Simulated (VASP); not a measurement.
# Ge (I4_1/amd) in VASP: single point with r2SCAN

Aim: the single point of Ge with r2SCAN.

Program: VASP 6.6.1. These are calculated values, not measurements. Logs are shortened: lines on timing, memory, paths and dates and some standing lists are left out, and cuts for length are marked.

## 1. The cell of the first run

The structure is tetragonal, space group I4_1/amd (No. 141). The conventional cell has a = 5.132 Å, b = 5.132 Å, c = 2.834 Å, α = 90.00°, β = 90.00°, γ = 90.00°. Ge (site symmetry -4m2) has 10 Ge at 2.66 to 3.33 Å within 3.5 Å.

## 2. Single point, r2SCAN

File POSCAR:

```
Ge
1.0
   -2.5662212830      2.5662212830      1.4168568508
    2.5662212830     -2.5662212830      1.4168568508
    2.5662212830      2.5662212830     -1.4168568508
Ge
2
Direct
    0.2500000000      0.7500000000      0.5000000000
    0.5000000000      0.5000000000      0.0000000000
```

File INCAR.step1:

```
PREC = Accurate ; ENCUT = 520
ISMEAR = 0 ; SIGMA = 0.1
LREAL = False ; LASPH = True
NELM = 100 ; NBANDS = 21
GGA = PE ; ALGO = Normal
EDIFF = 1E-4 ; LWAVE = True
LCHARG = False
```

File INCAR.step2:

```
PREC = Accurate ; ENCUT = 520
EDIFF = 1E-7 ; ISMEAR = 0
SIGMA = 0.1 ; LREAL = False
LASPH = True ; NELM = 100
ALGO = Normal ; ISIF = 2
LWAVE = False ; LCHARG = True
METAGGA = R2SCAN ; LMIXTAU = True
LELF = True ; LVHAR = True
NBANDS = 21 ; ISTART = 1
```

File KPOINTS:

```
Automatic mesh
0
Gamma
  22 22 22
```

Potentials or basis: VASP PAW PBE potentials, release 64 (Ge_d).

Started as:

```sh
> cat potpaw_PBE.64/Ge_d/POTCAR > POTCAR
> cp INCAR.step1 INCAR
> mpirun -np 1 vasp_std > vasp.out
> cp INCAR.step2 INCAR
> mpirun -np 1 vasp_std > vasp.out
```

OUTCAR:

```text
PREC = Accurate
   ENCUT = 520
   EDIFF = 1E-7
   ISMEAR = 0
   LREAL = False
   LASPH = True
   NELM = 100
   ISIF = 2
   METAGGA = R2SCAN
   ISTART = 1

 ion  position               nearest neighbor table
   1  0.250  0.750  0.500-   2 2.66   2 2.66   2 2.66   2 2.66
   2  0.500  0.500  0.000-   1 2.66   1 2.66   1 2.66   1 2.66

  LATTYP: Found a body centered tetragonal cell.
 ALAT       =     5.1324425660
 C/A-ratio  =     0.5521179565

  Lattice vectors:

 A1 = (  -2.5662212830,   2.5662212830,   1.4168568508)
 A2 = (   2.5662212830,  -2.5662212830,   1.4168568508)
 A3 = (   2.5662212830,   2.5662212830,  -1.4168568508)

Analysis of symmetry for initial positions (statically):
=====================================================================
 Subroutine PRICEL returns:
 Original cell was already a primitive cell.

 Routine SETGRP: Setting up the symmetry group for a
 body centered tetragonal supercell.

 Subroutine GETGRP returns: Found 16 space group operations
 (whereof  8 operations were pure point group operations)
 out of a pool of 16 trial point group operations.

The static configuration has the point symmetry D_2d.
 The point group associated with its full space group is D_4h.

Analysis of symmetry for dynamics (positions and initial velocities):
=====================================================================
 Subroutine PRICEL returns:
 Original cell was already a primitive cell.

 Routine SETGRP: Setting up the symmetry group for a
 body centered tetragonal supercell.

 Subroutine GETGRP returns: Found 16 space group operations
 (whereof  8 operations were pure point group operations)
 out of a pool of 16 trial point group operations.

The dynamic configuration has the point symmetry D_2d.
 The point group associated with its full space group is D_4h.

 Subroutine INISYM returns: Found 16 space group operations
 (whereof  8 operations are pure point group operations),
 and found     1 'primitive' translations

----------------------------------------------------------------------------------------

                                     Primitive cell

  volume of cell :      37.3228

  direct lattice vectors                    reciprocal lattice vectors
    -2.566221283  2.566221283  1.416856851     0.000000000  0.194839004  0.352893801
     2.566221283 -2.566221283  1.416856851     0.194839004  0.000000000  0.352893801
     2.566221283  2.566221283 -1.416856851     0.194839004  0.194839004  0.000000000

  length of vectors
     3.895955169  3.895955169  3.895955169     0.403108264  0.403108264  0.275543963

  position of ions in fractional coordinates (direct lattice)
     0.250000000  0.750000000  0.500000000
     0.500000000  0.500000000  0.000000000

  ion indices of the primitive-cell ions
   primitive index   ion index
                 1           1
                 2           2

----------------------------------------------------------------------------------------

 KPOINTS: Automatic mesh

Automatic generation of k-mesh.
 Grid dimensions read from file:
 generate k-points for:   22   22   22

 Generating k-lattice:

  Cartesian coordinates                     Fractional coordinates (reciprocal lattice)
     0.000000000  0.008856318  0.016040627     0.045454545  0.000000000 -0.000000000
     0.008856318  0.000000000  0.016040627     0.000000000  0.045454545 -0.000000000
     0.008856318  0.008856318  0.000000000     0.000000000  0.000000000  0.045454545

  Length of vectors
     0.018323103  0.018323103  0.012524726

  Shift w.r.t. Gamma in fractional coordinates (k-lattice)
     0.000000000  0.000000000  0.000000000

 Subroutine IBZKPT returns following result:
 ===========================================

 Found    834 irreducible k-points:

 Following reciprocal coordinates:
            Coordinates               Weight
  0.000000  0.000000  0.000000      1.000000
  0.045455  0.000000 -0.000000      8.000000
  0.090909  0.000000 -0.000000      8.000000
  0.136364  0.000000 -0.000000      8.000000
  0.181818 -0.000000  0.000000      8.000000
  0.227273  0.000000  0.000000      8.000000
[... 16 lines left out ...]
  0.500000  0.045455 -0.000000     16.000000
 -0.454545  0.045455  0.000000     16.000000
 [... further k-points ...]
   k-points           NKPTS =    834   k-points in BZ     NKDIM =    834   number of bands    NBANDS=     21
   number of dos      NEDOS =    301   number of ions     NIONS =      2
   total plane-waves  NPLWV =  27000
   dimension x,y,z NGX =    30 NGY =   30 NGZ =   30
   dimension x,y,z NGXF=    60 NGYF=   60 NGZF=   60
   ions per type =               2
   NGX,Y,Z   is equivalent  to a cutoff of  12.80, 12.80, 12.80 a.u.
   NGXF,Y,Z  is equivalent  to a cutoff of  25.60, 25.60, 25.60 a.u.
 SYSTEM =  unknown system
   PREC   = accura    normal or accurate (medium, high low for compatibility)
   ISTART =      1    job   : 0-new  1-cont  2-samecut
   ICHARG =      0    charge: 1-file 2-atom 10-const
   ISPIN  =      1    spin polarized calculation?
   LNONCOLLINEAR =      F non collinear calculations
   LSORBIT =      F    spin-orbit coupling
   LASPH  =      T    aspherical Exc in radial PAW
   ENCUT  =  520.0 eV  38.22 Ry    6.18 a.u.   7.24  7.24  7.24*2*pi/ulx,y,z
   NELM   =    100;   NELMIN=  2; NELMDL=  0     # of ELM steps
   EDIFF  = 0.1E-06   stopping-criterion for ELM
   LREAL  =      F    real-space projection
   EDIFFG = 0.1E-05   stopping-criterion for IOM
   NSW    =      0    number of steps for IOM
   IBRION =     -1    ionic relax: 0-MD 1-quasi-New 2-CG
   NFREE  =      0    steps in history (QN), initial steepest desc. (CG)
   ISIF   =      2    stress and relaxation
   ISYM   =      2    0-nonsym 1-usesym 2-fastsym
   POTIM  = 0.5000    time-step for ionic-motion
   TEBEG  =    0.0;   TEEND  =   0.0 temperature during run
   PSTRESS=    0.0 pullay stress
   NELECT =      28.0000    total number of electrons
   NUPDOWN=      -1.0000    fix difference up-down
   EMIN   =  10.00;   EMAX   =-10.00  energy-range for DOS
   EFERMI =   0.00;   METHOD = LEGACY
   ISMEAR =     0;   SIGMA  =   0.10  broadening in eV -4-tet -1-fermi 0-gaus
   EFERMI_NEDOS =   21; number of points for ismear=-14 and -15
   IALGO  =     38    algorithm
   IMIX   =      4    mixing-type and parameters
     AMIX     =   0.40;   BMIX     =  1.00
     AMIX_MAG =   1.60;   BMIX_MAG =  1.00
  volume/ion in A,a.u.               =      18.66       125.93
  Fermi-wavevector in a.u.,A,eV,Ry     =   1.487543  2.811048 30.106746  2.212783
  Thomas-Fermi vector in A             =   2.600690
   LORBIT       =      0    0 simple, 1 ext, 2 COOP (PROOUT), +10 PAW based schemes
   METAGGA = R2SCAN    functional components
   LHFCALC =     F    Hartree Fock is set to
   AEXX    =    0.0000 exact exchange contribution
   IVDW    =     0    specifies the selected vdW correction
   LEPSILON=     F    determine dielectric tensor
   LRPA    =     F    only Hartree local field effects (RPA)
 non-spin polarized calculation
 Gauss-broadening in eV      SIGMA  =   0.10
  energy-cutoff  :      520.00
  volume of cell :       37.32
 maximum number of plane-waves:      1029
 NGX is ok and might be reduce to    30
   NGX = 15   NGY = 15   NGZ = 15

 number of electron      28.0000018 magnetization

 Free energy of the ion-electron system (eV)
  ---------------------------------------------------
  ext. energy  EPLUGINS =         0.00000000
  ---------------------------------------------------
  free energy    TOTEN  =       -27.02944031 eV

  energy without entropy =      -27.02604515  energy(sigma->0) =      -27.02774273

 E-fermi :   6.6008     XC(G=0): -12.3351

 val. band max:        6.5895780151   @ k =  -0.1364  -0.2273   0.1364
 cond. band min:       6.6035062398   @ k =   0.2727   0.0000  -0.0000
 fundamental gap:      0.0139282247
 Fermi energy:         6.6008448351

 k-point     1 :       0.0000    0.0000    0.0000
  band No.  band energies     occupation
      1     -18.8865      2.00000
      2     -18.8308      2.00000
      3     -18.8036      2.00000
      4     -18.7983      2.00000
      5     -18.6972      2.00000
      6     -18.6972      2.00000
[... 13 lines left out ...]
     20      18.8956      0.00000
     21      19.7143      0.00000

 k-point     2 :       0.0455    0.0000   -0.0000
  band No.  band energies     occupation
      1     -18.8857      2.00000
      2     -18.8282      2.00000
      3     -18.8025      2.00000
      4     -18.7950      2.00000
      5     -18.6997      2.00000
      6     -18.6995      2.00000
[... 13 lines left out ...]
     20      18.8967      0.00000
     21      20.0001      0.00000

 k-point     3 :       0.0909    0.0000   -0.0000
  band No.  band energies     occupation
      1     -18.8832      2.00000
      2     -18.8208      2.00000
      3     -18.7992      2.00000
      4     -18.7859      2.00000
      5     -18.7055      2.00000
      6     -18.7038      2.00000
[... 13 lines left out ...]
     20      18.5997      0.00000
     21      19.3036      0.00000

 k-point     4 :       0.1364    0.0000   -0.0000
  band No.  band energies     occupation
      1     -18.8791      2.00000
      2     -18.8096      2.00000
      3     -18.7941      2.00000
      4     -18.7730      2.00000
      5     -18.7132      2.00000
      6     -18.7073      2.00000
[... 13 lines left out ...]
     20      17.7678      0.00000
     21      18.4380      0.00000

 k-point     5 :       0.1818   -0.0000    0.0000
  band No.  band energies     occupation
      1     -18.8734      2.00000
      2     -18.7966      2.00000
      3     -18.7876      2.00000
      4     -18.7602      2.00000
      5     -18.7221      2.00000
      6     -18.7070      2.00000
[... 13 lines left out ...]
     20      16.9481      0.00000
     21      18.0297      0.00000
[... 382 lines left out ...]
     20      18.2311      0.00000
     21      20.1120      0.00000

 k-point    22 :       0.4545    0.0455    0.0000
  band No.  band energies     occupation
      1     -18.8394      2.00000
      2     -18.7925      2.00000
      3     -18.7831      2.00000
      4     -18.7573      2.00000
      5     -18.7284      2.00000
      6     -18.7244      2.00000
[... 13 lines left out ...]
     20      18.9990      0.00000
     21      19.5616      0.00000

 k-point    23 :       0.5000    0.0455   -0.0000
  band No.  band energies     occupation
      1     -18.8383      2.00000
      2     -18.7932      2.00000
      3     -18.7822      2.00000
      4     -18.7578      2.00000
      5     -18.7275      2.00000
      6     -18.7240      2.00000
[... 13 lines left out ...]
     20      18.9945      0.00000
     21      19.5246      0.00000

 k-point    24 :      -0.4545    0.0455    0.0000
  band No.  band energies     occupation
      1     -18.8402      2.00000
      2     -18.7883      2.00000
      3     -18.7792      2.00000
      4     -18.7602      2.00000
      5     -18.7267      2.00000
      6     -18.7250      2.00000
[... 13 lines left out ...]
     20      18.2071      0.00000
     21      20.0170      0.00000

 [... further k-points ...]

------------------------ aborting loop because EDIFF is reached ----------------------------------------

  FORCE on cell =-STRESS in cart. coord.  units (eV):
  Direction    XX          YY          ZZ          XY          YZ          ZX
  --------------------------------------------------------------------------------------
  -------------------------------------------------------------------------------------
  Total       -0.0344859     -0.0344859     -0.0414948      0.0000000      0.0000000      0.0000000
  in kB       -1.4803981     -1.4803981     -1.7812706      0.0000000      0.0000000      0.0000000
  external PRESSURE =      -1.5806889 kB  Pullay stress =       0.0000000 kB

 VOLUME and BASIS-vectors are now :
 -----------------------------------------------------------------------------
  energy-cutoff  :      520.00
  volume of cell :       37.32
      direct lattice vectors                 reciprocal lattice vectors
    -2.566221283  2.566221283  1.416856851     0.000000000  0.194839004  0.352893801
     2.566221283 -2.566221283  1.416856851     0.194839004  0.000000000  0.352893801
     2.566221283  2.566221283 -1.416856851     0.194839004  0.194839004  0.000000000

 POSITION                                       TOTAL-FORCE (eV/Angst)
 -----------------------------------------------------------------------------------
      2.56622      0.00000      0.70843        -0.000000      0.000000     -0.000000
      0.00000      0.00000      1.41686         0.000000     -0.000000      0.000000
 -----------------------------------------------------------------------------------
    total drift:                                0.000000     -0.000000      0.000000

  FREE ENERGIE OF THE ION-ELECTRON SYSTEM (eV)
  ---------------------------------------------------
  free  energy   TOTEN  =       -27.0294403083 eV

  energy  without entropy=      -27.0260451486  energy(sigma->0) =      -27.02774273
```

It took 25 min on 1 thread of Intel Xeon 6975P-C (Granite Rapids), shared host; peak memory 0.59 GiB.

Results:

* Free energy: -27.0294 eV
* Pressure: -0.2 GPa
* Band gap on the k mesh: zero (bands 14 and 15 overlap by 5.70 eV)

Caveat: the PAW data sets were made with another functional, which shifts forces and pressure a little.
